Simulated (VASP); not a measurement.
# Hf (P6_3/mmc) in VASP: elastic constants with PBEsol

Aim: the elastic constants of Hf with PBEsol.

Program: VASP 6.6.1. These are calculated values, not measurements. Logs are shortened: lines on timing, memory, paths and dates and some standing lists are left out, and cuts for length are marked.

## 1. The cell of the first run

Symmetry: P6_3/mmc, No. 194, hexagonal system. The conventional cell has a = 3.158 Å, b = 3.158 Å, c = 5.004 Å, α = 90.00°, β = 90.00°, γ = 120.00°. Within 4.1 Å of Hf (site symmetry -6m2) lie 12 Hf at 3.10 to 3.16 Å.

## 2. Elastic constants, PBEsol

Contents of INCAR:

```
SYSTEM = Hf
ALGO = Normal
EDIFF = 1E-8
ENCUT = 500
GGA = PS
GGA_COMPAT = .FALSE.
IBRION = 6
ISIF = 3
ISMEAR = -1
LASPH = .TRUE.
LCHARG = .FALSE.
LREAL = .FALSE.
LWAVE = .FALSE.
NELM = 120
NFREE = 2
NSW = 1
POTIM = 0.015
PREC = Accurate
SIGMA = 0.1
```

Contents of KPOINTS:

```
k-points
0
G
  18 18 10
  0 0 0
```

Contents of POSCAR:

```
Hf
1.0
    3.1581217152      0.0000000000      0.0000000000
   -1.5790608576      2.7350136336      0.0000000000
    0.0000000000      0.0000000000      5.0042329864
Hf
2
Direct
    0.3333333333      0.6666666667      0.2500000000
    0.6666666667      0.3333333333      0.7500000000
```

Potentials or basis: VASP PAW PBE potentials, release 64 (Hf_pv).

Started as:

```sh
> cat potpaw_PBE.64/Hf_pv/POTCAR > POTCAR
> mpirun -np 1 vasp_std > vasp.out
```

OUTCAR:

```text
SYSTEM = Hf
   EDIFF = 1E-8
   ENCUT = 500
   GGA = PS
   IBRION = 6
   ISIF = 3
   ISMEAR = -1
   LASPH = .TRUE.
   LREAL = .FALSE.
   NELM = 120
   NFREE = 2
   NSW = 1
   POTIM = 0.015
   PREC = Accurate

 ion  position               nearest neighbor table
   1  0.333  0.667  0.250-   2 3.10   2 3.10   2 3.10   2 3.10   2 3.10   2 3.10
   2  0.667  0.333  0.750-   1 3.10   1 3.10   1 3.10   1 3.10   1 3.10   1 3.10

  LATTYP: Found a hexagonal cell.
 ALAT       =     3.1581217152
 C/A-ratio  =     1.5845598864

  Lattice vectors:

 A1 = (   3.1581217152,   0.0000000000,   0.0000000000)
 A2 = (  -1.5790608576,   2.7350136336,   0.0000000000)
 A3 = (   0.0000000000,   0.0000000000,   5.0042329864)

Analysis of symmetry for initial positions (statically):
=====================================================================
 Subroutine PRICEL returns:
 Original cell was already a primitive cell.

 Routine SETGRP: Setting up the symmetry group for a
 hexagonal supercell.

 Subroutine GETGRP returns: Found 24 space group operations
 (whereof 12 operations were pure point group operations)
 out of a pool of 24 trial point group operations.

The static configuration has the point symmetry D_3d.
 The point group associated with its full space group is D_6h.

Analysis of symmetry for dynamics (positions and initial velocities):
=====================================================================
 Subroutine PRICEL returns:
 Original cell was already a primitive cell.

 Routine SETGRP: Setting up the symmetry group for a
 hexagonal supercell.

 Subroutine GETGRP returns: Found 24 space group operations
 (whereof 12 operations were pure point group operations)
 out of a pool of 24 trial point group operations.

The dynamic configuration has the point symmetry D_3d.
 The point group associated with its full space group is D_6h.

 Subroutine INISYM returns: Found 24 space group operations
 (whereof 12 operations are pure point group operations),
 and found     1 'primitive' translations

----------------------------------------------------------------------------------------

                                     Primitive cell

  volume of cell :      43.2241

  direct lattice vectors                    reciprocal lattice vectors
     3.158121715  0.000000000  0.000000000     0.316643907  0.182814445  0.000000000
    -1.579060858  2.735013634  0.000000000     0.000000000  0.365628890  0.000000000
     0.000000000  0.000000000  5.004232986     0.000000000  0.000000000  0.199830824

  length of vectors
     3.158121715  3.158121715  5.004232986     0.365628890  0.365628890  0.199830824

  position of ions in fractional coordinates (direct lattice)
     0.333333333  0.666666667  0.250000000
     0.666666667  0.333333333  0.750000000

  ion indices of the primitive-cell ions
   primitive index   ion index
                 1           1
                 2           2

----------------------------------------------------------------------------------------

 KPOINTS: k-points

Automatic generation of k-mesh.
 Grid dimensions read from file:
 generate k-points for:   18   18   10

 Generating k-lattice:
[... 114 lines left out ...]

  FORCE on cell =-STRESS in cart. coord.  units (eV):
  Direction    XX          YY          ZZ          XY          YZ          ZX
  --------------------------------------------------------------------------------------
  -------------------------------------------------------------------------------------
  Total       -0.0930287     -0.0930287     -0.1185324      0.0000000      0.0000000      0.0000000
  in kB       -3.4482727     -3.4482727     -4.3936111      0.0000000      0.0000000      0.0000000
  external PRESSURE =      -3.7633855 kB  Pullay stress =       0.0000000 kB
[... 89 lines left out ...]
  FREE ENERGIE OF THE ION-ELECTRON SYSTEM (eV)
  ---------------------------------------------------
  free  energy   TOTEN  =       -21.0276097279 eV

  energy  without entropy=      -20.9722809242  energy(sigma->0) =      -20.99994533

[... ionic steps 4 to 14 ...]

--------------------------------------- Ionic step       15  -------------------------------------------

 number of electron      19.9999996 magnetization

------------------------ aborting loop because EDIFF is reached ----------------------------------------
[... 67 lines left out ...]
--------------------------------------- Ionic step       17  -------------------------------------------

 number of electron      19.9999997 magnetization

 Free energy of the ion-electron system (eV)
  ---------------------------------------------------
  ext. energy  EPLUGINS =         0.00000000
  ---------------------------------------------------
  free energy    TOTEN  =       -21.03200040 eV

  energy without entropy =      -20.97686166  energy(sigma->0) =      -21.00443103

 E-fermi :   4.9827     XC(G=0): -11.5499

 val. band max:        4.9753034948   @ k =   0.3889   0.2222   0.3000
 cond. band min:       4.9847179615   @ k =   0.2222   0.2222   0.5000
 fundamental gap:      0.0094144667
 Fermi energy:         4.9827226337

 k-point     1 :       0.0000    0.0000    0.0000
  band No.  band energies     occupation
      1     -26.0023      2.00000
      2     -25.1679      2.00000
      3     -25.1679      2.00000
      4     -25.0253      2.00000
      5     -25.0253      2.00000
      6     -25.0247      2.00000
      7      -2.5061      2.00000
      8       1.1694      2.00000
      9       5.7812      0.00068
     10       6.1759      0.00001
     11       6.1759      0.00001
     12       6.4561      0.00000
     13       7.0291      0.00000
     14       7.0291      0.00000
[... 377 lines left out ...]
      1     -25.7774      2.00000
      2     -25.6219      2.00000
      3     -25.5867      2.00000
      4     -25.3991      2.00000
      5     -25.2703      2.00000
      6     -25.1738      2.00000
      7       1.6720      2.00000
      8       2.5063      2.00000
      9       2.7523      2.00000
     10       4.1044      1.99969
     11       5.5825      0.00495
     12       5.9241      0.00016
     13       6.6562      0.00000
     14      10.2667      0.00000

 [... further k-points ...]

------------------------ aborting loop because EDIFF is reached ----------------------------------------

  FORCE on cell =-STRESS in cart. coord.  units (eV):
  Direction    XX          YY          ZZ          XY          YZ          ZX
  --------------------------------------------------------------------------------------
  -------------------------------------------------------------------------------------
  Total       -0.0916442     -0.0916442     -0.1129673      0.0000000      0.0000000      0.0000000
  in kB       -3.3969541     -3.3969541     -4.1873336      0.0000000      0.0000000      0.0000000
  external PRESSURE =      -3.6604139 kB  Pullay stress =       0.0000000 kB
[... 17 lines left out ...]
  FREE ENERGIE OF THE ION-ELECTRON SYSTEM (eV)
  ---------------------------------------------------
  free  energy   TOTEN  =       -21.0320003975 eV

  energy  without entropy=      -20.9768616597  energy(sigma->0) =      -21.00443103

 INTERNAL STRAIN TENSORS FROM STRAINED CELLS
 ============================================

 INTERNAL STRAIN TENSOR FOR ION    1 for displacements in x,y,z  (eV/Angst):
          X           Y           Z          XY          YZ          ZX
  --------------------------------------------------------------------------------
  x    -0.00000    -0.00000    -0.00000    -2.71492     0.00000     0.00000
  y    -2.71843     2.72049     0.00000     0.00020     0.00009    -0.00003
  z    -0.00000    -0.00000     0.00000    -0.00000     0.00197     0.00000

 INTERNAL STRAIN TENSORS FROM DISPLACED ATOMS
 ============================================

 INTERNAL STRAIN TENSOR FOR ION    1 for displacements in x,y,z  (eV/Angst):
          X           Y           Z          XY          YZ          ZX
  --------------------------------------------------------------------------------
  x     0.00000     0.00000     0.00000    -2.72989     0.00000     0.00000
  y    -2.72989     2.72989     0.00000     0.00000     0.00000     0.00000
  z     0.00000    -0.00000     0.00000     0.00000     0.00000     0.00000

 INTERNAL STRAIN TENSOR FOR ION    2 for displacements in x,y,z  (eV/Angst):
          X           Y           Z          XY          YZ          ZX
  --------------------------------------------------------------------------------
  x     0.00000     0.00000     0.00000     2.72989     0.00000     0.00000
  y     2.72989    -2.72989     0.00000    -0.00000     0.00000     0.00000
  z     0.00000     0.00000    -0.00000     0.00000     0.00000     0.00000

 Eigenvectors and eigenvalues of the dynamical matrix
 ----------------------------------------------------

   1 f  =    3.212548 THz    20.185033 2PiTHz  107.159060 cm-1    13.286024 meV
             X         Y         Z           dx          dy          dz
     -0.000000  1.823342  1.251058     0.000000   -0.000000    0.707107
      1.579061  0.911671  3.753175     0.000000    0.000000   -0.707107
[... 21 lines left out ...]
   6 f/i=    0.000000 THz     0.000000 2PiTHz    0.000002 cm-1     0.000000 meV
             X         Y         Z           dx          dy          dz
     -0.000000  1.823342  1.251058     0.039594    0.333453   -0.622287
      1.579061  0.911671  3.753175     0.039594    0.333453   -0.622287

--------------------------------------------------------------------------------------------------------

 ELASTIC MODULI CONTR FROM IONIC RELAXATION (kBar)
 Direction    XX          YY          ZZ          XY          YZ          ZX
 --------------------------------------------------------------------------------
 XX        -150.3188    150.3188     -0.0000      0.0000      0.0000      0.0000
 YY         150.3188   -150.3188      0.0000     -0.0000      0.0000      0.0000
 ZZ          -0.0000      0.0000     -0.0000     -0.0000      0.0000      0.0000
 XY           0.0000     -0.0000     -0.0000   -150.3188      0.0000      0.0000
 YZ           0.0000      0.0000      0.0000      0.0000      0.0000      0.0000
 ZX           0.0000      0.0000      0.0000      0.0000      0.0000      0.0000
 --------------------------------------------------------------------------------

 TOTAL ELASTIC MODULI (kBar)
 Direction    XX          YY          ZZ          XY          YZ          ZX
 --------------------------------------------------------------------------------
 XX        1834.0799    795.5891    729.3678      0.0000     -0.0000      0.0000
 YY         795.5891   1834.0799    729.3678     -0.0000     -0.0000      0.0000
 ZZ         729.3678    729.3678   2072.6602     -0.0000      0.0000      0.0000
 XY           0.0000     -0.0000     -0.0000    519.2454      0.0000      0.0000
 YZ           0.0000     -0.0000      0.0000     -0.0000    488.1402      0.0000
 ZX           0.0000      0.0000      0.0000      0.0000      0.0000    488.1402
 --------------------------------------------------------------------------------
```

Run time: 36 min. Hardware: 1 thread of AMD EPYC 9R14 (Zen 4), shared host; peak memory 0.85 GiB.

Results:

| Property | Result |
| --- | --- |
| Voigt bulk modulus | 114 GPa |
| Highest phonon frequency at Γ | 107 cm⁻¹ |

Phonon frequencies in cm⁻¹ (negative: imaginary):
```
              q point      frequencies
(0.000, 0.000, 0.000)  0 0 0 75 75 107
```

Elastic tensor in Voigt notation (GPa, in the Cartesian axes of the cell as first typed):
```
183  80  73   0   0   0
 80 183  73   0   0   0
 73  73 207   0   0   0
  0   0   0  49   0   0
  0   0   0   0  49   0
  0   0   0   0   0  52
```

Clamped-ion elastic tensor (GPa):
```
198  65  73   0   0   0
 65 198  73   0   0   0
 73  73 207   0   0   0
  0   0   0  49   0   0
  0   0   0   0  49   0
  0   0   0   0   0  67
```

Caveat: the PAW data sets were made with another functional, which shifts forces and pressure a little; spin-orbit coupling is left out, which moves the levels of the heavy elements.
